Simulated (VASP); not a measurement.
# Ca (Im-3m) in VASP: further runs

The runs below take Ca through single point, relaxation of cell and atoms, with PBEsol.

Program: VASP 6.6.1. These are calculated values, not measurements. Logs are shortened: lines on timing, memory, paths and dates and some standing lists are left out, and cuts for length are marked.

## (1) The cell of the first run

The structure is cubic, space group Im-3m (No. 229). Conventional cell: a = 4.323 Å, b = 4.323 Å, c = 4.323 Å, α = 90.00°, β = 90.00°, γ = 90.00°. Within 4.9 Å of Ca (site symmetry m-3m) lie 14 Ca at 3.74 to 4.32 Å.

## (2) Single point, PBEsol

INCAR

```
SYSTEM = Ca
ALGO = Normal
EDIFF = 1E-7
ENCUT = 520
GGA = PS
ISIF = 2
ISMEAR = 0
LASPH = .TRUE.
LCHARG = .TRUE.
LELF = .TRUE.
LREAL = .FALSE.
LVHAR = .TRUE.
LWAVE = .FALSE.
NBANDS = 11
NELM = 100
PREC = Accurate
SIGMA = 0.1
```

KPOINTS

```
k-points
0
G
  14 14 14
  0 0 0
```

POSCAR

```
Ca
1.0
   -2.1615068665      2.1615068665      2.1615068665
    2.1615068665     -2.1615068665      2.1615068665
    2.1615068665      2.1615068665     -2.1615068665
Ca
1
Direct
    0.0000000000      0.0000000000      0.0000000000
```

Potentials or basis: VASP PAW PBE potentials, release 64 (Ca_sv).

Started as:

```bash
$ cat potpaw_PBE.64/Ca_sv/POTCAR > POTCAR
$ mpirun -np 1 vasp_std > vasp.out
```

OUTCAR:

```text
SYSTEM = Ca
   EDIFF = 1E-7
   ENCUT = 520
   GGA = PS
   ISIF = 2
   ISMEAR = 0
   LASPH = .TRUE.
   LREAL = .FALSE.
   NELM = 100
   PREC = Accurate

 ion  position               nearest neighbor table
   1  0.000  0.000  0.000-

  LATTYP: Found a body centered cubic cell.
 ALAT       =     4.3230137330

  Lattice vectors:

 A1 = (  -2.1615068665,   2.1615068665,   2.1615068665)
 A2 = (   2.1615068665,  -2.1615068665,   2.1615068665)
 A3 = (   2.1615068665,   2.1615068665,  -2.1615068665)

Analysis of symmetry for initial positions (statically):
=====================================================================
 Subroutine PRICEL returns:
 Original cell was already a primitive cell.

 Routine SETGRP: Setting up the symmetry group for a
 body centered cubic supercell.

 Subroutine GETGRP returns: Found 48 space group operations
 (whereof 48 operations were pure point group operations)
 out of a pool of 48 trial point group operations.

The static configuration has the point symmetry O_h .

Analysis of symmetry for dynamics (positions and initial velocities):
=====================================================================
 Subroutine PRICEL returns:
 Original cell was already a primitive cell.

 Routine SETGRP: Setting up the symmetry group for a
 body centered cubic supercell.

 Subroutine GETGRP returns: Found 48 space group operations
 (whereof 48 operations were pure point group operations)
 out of a pool of 48 trial point group operations.

The dynamic configuration has the point symmetry O_h .

 Subroutine INISYM returns: Found 48 space group operations
 (whereof 48 operations are pure point group operations),
 and found     1 'primitive' translations

----------------------------------------------------------------------------------------

                                     Primitive cell

  volume of cell :      40.3952

  direct lattice vectors                    reciprocal lattice vectors
    -2.161506866  2.161506866  2.161506866     0.000000000  0.231320107  0.231320107
     2.161506866 -2.161506866  2.161506866     0.231320107  0.000000000  0.231320107
     2.161506866  2.161506866 -2.161506866     0.231320107  0.231320107  0.000000000

  length of vectors
     3.743839714  3.743839714  3.743839714     0.327136033  0.327136033  0.327136033

  position of ions in fractional coordinates (direct lattice)
     0.000000000  0.000000000  0.000000000

  ion indices of the primitive-cell ions
   primitive index   ion index
                 1           1

----------------------------------------------------------------------------------------

 KPOINTS: k-points

Automatic generation of k-mesh.
 Grid dimensions read from file:
 generate k-points for:   14   14   14

 Generating k-lattice:

  Cartesian coordinates                     Fractional coordinates (reciprocal lattice)
     0.000000000  0.016522865  0.016522865     0.071428571  0.000000000  0.000000000
     0.016522865  0.000000000  0.016522865     0.000000000  0.071428571  0.000000000
     0.016522865  0.016522865  0.000000000     0.000000000  0.000000000  0.071428571

  Length of vectors
     0.023366859  0.023366859  0.023366859

  Shift w.r.t. Gamma in fractional coordinates (k-lattice)
     0.000000000  0.000000000  0.000000000

 Subroutine IBZKPT returns following result:
 ===========================================

 Found    104 irreducible k-points:

 Following reciprocal coordinates:
            Coordinates               Weight
  0.000000  0.000000  0.000000      1.000000
  0.071429  0.000000  0.000000     12.000000
  0.142857  0.000000  0.000000     12.000000
  0.214286  0.000000  0.000000     12.000000
  0.285714  0.000000  0.000000     12.000000
  0.357143  0.000000  0.000000     12.000000
[... 16 lines left out ...]
  0.285714  0.285714  0.000000     24.000000
  0.357143  0.285714 -0.000000     24.000000
 [... further k-points ...]
   k-points           NKPTS =    104   k-points in BZ     NKDIM =    104   number of bands    NBANDS=     11
   number of dos      NEDOS =    301   number of ions     NIONS =      1
   total plane-waves  NPLWV =  21952
   dimension x,y,z NGX =    28 NGY =   28 NGZ =   28
   dimension x,y,z NGXF=    56 NGYF=   56 NGZF=   56
   ions per type =               1
   NGX,Y,Z   is equivalent  to a cutoff of  12.43, 12.43, 12.43 a.u.
   NGXF,Y,Z  is equivalent  to a cutoff of  24.87, 24.87, 24.87 a.u.
 SYSTEM =  Ca
   PREC   = accura    normal or accurate (medium, high low for compatibility)
   ISTART =      0    job   : 0-new  1-cont  2-samecut
   ICHARG =      2    charge: 1-file 2-atom 10-const
   ISPIN  =      1    spin polarized calculation?
   LNONCOLLINEAR =      F non collinear calculations
   LSORBIT =      F    spin-orbit coupling
   LASPH  =      T    aspherical Exc in radial PAW
   ENCUT  =  520.0 eV  38.22 Ry    6.18 a.u.   6.96  6.96  6.96*2*pi/ulx,y,z
   NELM   =    100;   NELMIN=  2; NELMDL= -5     # of ELM steps
   EDIFF  = 0.1E-06   stopping-criterion for ELM
   LREAL  =      F    real-space projection
   EDIFFG = 0.1E-05   stopping-criterion for IOM
   NSW    =      0    number of steps for IOM
   IBRION =     -1    ionic relax: 0-MD 1-quasi-New 2-CG
   NFREE  =      0    steps in history (QN), initial steepest desc. (CG)
   ISIF   =      2    stress and relaxation
   ISYM   =      2    0-nonsym 1-usesym 2-fastsym
   POTIM  = 0.5000    time-step for ionic-motion
   TEBEG  =    0.0;   TEEND  =   0.0 temperature during run
   PSTRESS=    0.0 pullay stress
   NELECT =      10.0000    total number of electrons
   NUPDOWN=      -1.0000    fix difference up-down
   EMIN   =  10.00;   EMAX   =-10.00  energy-range for DOS
   EFERMI =   0.00;   METHOD = LEGACY
   ISMEAR =     0;   SIGMA  =   0.10  broadening in eV -4-tet -1-fermi 0-gaus
   EFERMI_NEDOS =   21; number of points for ismear=-14 and -15
   IALGO  =     38    algorithm
   IMIX   =      4    mixing-type and parameters
     AMIX     =   0.40;   BMIX     =  1.00
     AMIX_MAG =   1.60;   BMIX_MAG =  1.00
  volume/ion in A,a.u.               =      40.40       272.60
  Fermi-wavevector in a.u.,A,eV,Ry     =   1.027933  1.942512 14.376550  1.056647
  Thomas-Fermi vector in A             =   2.161904
   LORBIT       =      0    0 simple, 1 ext, 2 COOP (PROOUT), +10 PAW based schemes
   GGA     = PS    functional components
   LHFCALC =     F    Hartree Fock is set to
   AEXX    =    0.0000 exact exchange contribution
   IVDW    =     0    specifies the selected vdW correction
   LEPSILON=     F    determine dielectric tensor
   LRPA    =     F    only Hartree local field effects (RPA)
 non-spin polarized calculation
 Gauss-broadening in eV      SIGMA  =   0.10
  energy-cutoff  :      520.00
  volume of cell :       40.40
 maximum number of plane-waves:      1112
   NGX = 13   NGY = 13   NGZ = 13

 number of electron      10.0000002 magnetization

 Free energy of the ion-electron system (eV)
  ---------------------------------------------------
  ext. energy  EPLUGINS =         0.00000000
  ---------------------------------------------------
  free energy    TOTEN  =        -2.12124121 eV

  energy without entropy =       -2.11306994  energy(sigma->0) =       -2.11715558

 E-fermi :   2.1262     XC(G=0):  -7.9481

 val. band max:        2.1257867539   @ k =   0.5000   0.5000   0.0714
 cond. band min:       2.1308167122   @ k =   0.3571   0.2857  -0.0000
 fundamental gap:      0.0050299583
 Fermi energy:         2.1261781861

 k-point     1 :       0.0000    0.0000    0.0000
  band No.  band energies     occupation
      1     -39.6602      2.00000
      2     -20.6449      2.00000
      3     -20.6449      2.00000
      4     -20.6449      2.00000
      5      -2.0428      2.00000
      6       4.4605      0.00000
      7       4.4605      0.00000
      8       4.4605      0.00000
      9       5.5779      0.00000
     10       5.5779      0.00000
     11      12.5480      0.00000

 k-point     2 :       0.0714    0.0000    0.0000
  band No.  band energies     occupation
      1     -39.6593      2.00000
      2     -20.6534      2.00000
      3     -20.6477      2.00000
      4     -20.6449      2.00000
      5      -1.9466      2.00000
      6       4.3991      0.00000
      7       4.4240      0.00000
      8       4.5345      0.00000
      9       5.5030      0.00000
     10       5.5793      0.00000
     11      12.4647      0.00000

 k-point     3 :       0.1429    0.0000    0.0000
  band No.  band energies     occupation
      1     -39.6567      2.00000
      2     -20.6772      2.00000
      3     -20.6555      2.00000
      4     -20.6449      2.00000
      5      -1.6635      2.00000
      6       4.2354      0.00000
      7       4.2609      0.00000
      8       4.7523      0.00000
      9       5.3794      0.00000
     10       5.5892      0.00000
     11      11.9597      0.00000

 k-point     4 :       0.2143    0.0000    0.0000
  band No.  band energies     occupation
      1     -39.6530      2.00000
      2     -20.7111      2.00000
      3     -20.6668      2.00000
      4     -20.6449      2.00000
      5      -1.2096      2.00000
      6       3.9127      0.00000
      7       4.0173      0.00000
      8       5.1003      0.00000
      9       5.3568      0.00000
     10       5.6200      0.00000
     11      10.8916      0.00000
[... 239 lines left out ...]
 k-point    22 :       0.3571    0.2143    0.0000
  band No.  band energies     occupation
      1     -39.6401      2.00000
      2     -20.7886      2.00000
      3     -20.7249      2.00000
      4     -20.6623      2.00000
      5       1.5836      2.00000
      6       2.3029      0.01246
      7       3.1212      0.00000
      8       5.4676      0.00000
      9       5.8408      0.00000
     10       7.0389      0.00000
     11       7.3024      0.00000

 k-point    23 :       0.2857    0.2857    0.0000
  band No.  band energies     occupation
      1     -39.6399      2.00000
      2     -20.7794      2.00000
      3     -20.7344      2.00000
      4     -20.6646      2.00000
      5       1.5932      2.00000
      6       2.5151      0.00000
      7       2.9336      0.00000
      8       5.5545      0.00000
      9       5.7666      0.00000
     10       7.1427      0.00000
     11       7.2163      0.00000

 k-point    24 :       0.3571    0.2857   -0.0000
  band No.  band energies     occupation
      1     -39.6393      2.00000
      2     -20.7727      2.00000
      3     -20.7470      2.00000
      4     -20.6655      2.00000
      5       2.1308      0.94770
      6       2.2289      0.14628
      7       2.7428      0.00000
      8       5.6142      0.00000
      9       5.7786      0.00000
     10       6.9249      0.00000
     11       7.4678      0.00000

 [... further k-points ...]
[... 5 lines left out ...]
  --------------------------------------------------------------------------------------
  -------------------------------------------------------------------------------------
  Total        0.0000591      0.0000591      0.0000591      0.0000000      0.0000000     -0.0000000
  in kB        0.0023445      0.0023445      0.0023445      0.0000000      0.0000000     -0.0000000
  external PRESSURE =       0.0023445 kB  Pullay stress =       0.0000000 kB

 VOLUME and BASIS-vectors are now :
 -----------------------------------------------------------------------------
  energy-cutoff  :      520.00
  volume of cell :       40.40
      direct lattice vectors                 reciprocal lattice vectors
    -2.161506866  2.161506866  2.161506866     0.000000000  0.231320107  0.231320107
     2.161506866 -2.161506866  2.161506866     0.231320107  0.000000000  0.231320107
     2.161506866  2.161506866 -2.161506866     0.231320107  0.231320107  0.000000000

 POSITION                                       TOTAL-FORCE (eV/Angst)
 -----------------------------------------------------------------------------------
      0.00000      0.00000      0.00000         0.000000      0.000000      0.000000
 -----------------------------------------------------------------------------------
    total drift:                               -0.000000     -0.000000     -0.000000

  FREE ENERGIE OF THE ION-ELECTRON SYSTEM (eV)
  ---------------------------------------------------
  free  energy   TOTEN  =        -2.1212412100 eV

  energy  without entropy=       -2.1130699446  energy(sigma->0) =       -2.11715558
```

Wall time 35 s (1 thread of Intel Xeon Platinum 8259CL at 2.50GHz (Skylake/Cascade Lake), shared host); peak memory 0.18 GiB.

What came out:

* Free energy: -2.1212 eV
* Pressure: 0.0 GPa
* Band gap on the k mesh: zero (band 5 reaches 2.36 eV, above the bottom of band 6 at 2.09 eV)

Levels at points of the mesh, in eV from the Fermi level:
```
           k point  band 1  band 2  band 3  band 4  band 5  band 6  band 7  band 8  band 9  band 10
(0.00, 0.00, 0.00)  -41.79  -22.77  -22.77  -22.77   -4.17    2.33    2.33    2.33    3.45     3.45
(0.50, 0.00, 0.00)  -41.77  -22.94  -22.83  -22.77   -0.95    0.01    1.32    3.35    3.75     4.55
(0.50, 0.50, 0.50)  -41.75  -22.89  -22.89  -22.89   -0.02   -0.02    4.08    4.08    4.08     4.31
```

Caveat: the PAW data sets were made with another functional, which shifts forces and pressure a little.

## (3) Relaxation of cell and atoms, PBEsol

INCAR

```
  ALGO = Normal
  EDIFF = 1E-6
  EDIFFG = -0.005
  ENCUT = 600
  GGA = PS
  IBRION = 2
  ISIF = 3
  ISMEAR = 0
  LASPH = T
  LCHARG = F
  LREAL = F
  LWAVE = F
  NELM = 100
  NSW = 100
  PREC = Accurate
  SIGMA = 0.1
```

KPOINTS

```
k-points
0
Gamma
  14 14 14
```

POSCAR is that of step 2.

Potentials or basis: VASP PAW PBE potentials, release 64 (Ca_sv).

Started as:

```bash
$ cat potpaw_PBE.64/Ca_sv/POTCAR > POTCAR
$ mpirun -np 1 vasp_std > vasp.out
```

Wall time 37 s (1 thread of Intel Xeon Platinum 8259CL at 2.50GHz (Skylake/Cascade Lake), shared host); peak memory 0.2 GiB.

It converged, with:

| Property | Result |
| --- | --- |
| Free energy | -2.1214 eV |
| Pressure after relaxing | 0.0 GPa |
| Band gap on the k mesh | zero (band 5 reaches 2.36 eV, above the bottom of band 6 at 2.09 eV) |

Final structure:
```xyz
1
Lattice="-2.1615 2.1615 2.1615 2.1615 -2.1615 2.1615 2.1615 2.1615 -2.1615" Properties=species:S:1:pos:R:3 pbc="T T T"
Ca    0.0000    0.0000    0.0000
```

Levels at points of the mesh, in eV from the Fermi level:
| k point | band 3 | band 4 | band 5 | band 6 | band 7 | band 8 |
| --- | --- | --- | --- | --- | --- | --- |
| (0.00, 0.00, 0.00) | -22.77 | -22.77 | -4.17 | 2.33 | 2.33 | 2.33 |
| (0.50, 0.00, 0.00) | -22.83 | -22.77 | -0.95 | 0.01 | 1.32 | 3.35 |
| (0.50, 0.50, 0.50) | -22.89 | -22.89 | -0.02 | -0.02 | 4.08 | 4.08 |

Caveat: the relaxation stopped at its first step, so nothing moved; the PAW data sets were made with another functional, which shifts forces and pressure a little.
